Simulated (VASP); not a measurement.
Write the native input for VASP 6.6.1 that does the following.

* Task: single point
* Functional: HF
* Potentials or basis: VASP PAW PBE potentials, release 64 (Ag)
* Cutoff: 520 eV
* k mesh: 6 × 6 × 6
* Occupations: fermi-dirac, width 0.05 eV
* Spin: no spin polarisation
* Dipole correction: no
* Grid for exact exchange (PRECFOCK): Normal
* Further INCAR settings: ALGO = Normal; EDIFF = 1e-06; NBANDS = 12

Ag:

```xyz
1
Lattice="0.0000 2.0010 2.0010 2.0010 0.0000 2.0010 2.0010 2.0010 0.0000" Properties=species:S:1:pos:R:3 pbc="T T T"
Ag    0.0000    0.0000    0.0000
```

The input as run:

POSCAR

```
Ag
1.0
    0.0000000000      2.0010495236      2.0010495236
    2.0010495236      0.0000000000      2.0010495236
    2.0010495236      2.0010495236      0.0000000000
Ag
1
Direct
    0.0000000000      0.0000000000      0.0000000000
```

INCAR.step1

```
SYSTEM = Ag
PREC = Accurate
ENCUT = 520
EDIFF = 1E-5
ISMEAR = -1
SIGMA = 0.05
LREAL = .FALSE.
LASPH = .TRUE.
NELM = 80
ALGO = Normal
ISIF = 2
LWAVE = .TRUE.
LCHARG = .FALSE.
GGA = PE
NBANDS = 12
```

INCAR.step2

```
SYSTEM = Ag
PREC = Accurate
ENCUT = 520
EDIFF = 1E-6
ISMEAR = -1
SIGMA = 0.05
LREAL = .FALSE.
LASPH = .TRUE.
NELM = 80
ALGO = Normal
ISIF = 2
LWAVE = .FALSE.
LCHARG = .FALSE.
GGA = PE
LHFCALC = .TRUE.
AEXX = 1.0
ALDAC = 0.0
AGGAC = 0.0
PRECFOCK = Normal
ISTART = 1
NBANDS = 12
```

KPOINTS

```
regular mesh
0
G
  6 6 6
  0 0 0
```

Potentials or basis: VASP PAW PBE potentials, release 64 (Ag).

Run with:

```bash
$ cat potpaw_PBE.64/Ag/POTCAR > POTCAR
$ cp INCAR.step1 INCAR
$ mpirun -np 1 vasp_std > vasp.out
$ cp INCAR.step2 INCAR
$ mpirun -np 1 vasp_std > vasp.out
```

It gave:

- Pressure: 29.4 GPa

Caveat: the k points lie up to 0.45 Å⁻¹ apart; the PAW data sets were made with another functional, which shifts forces and pressure a little.

Wall time 4 min on 1 thread of Intel(R) Xeon(R) 6975P-C (Granite Rapids) (shared host), peak memory 0.15 GiB.
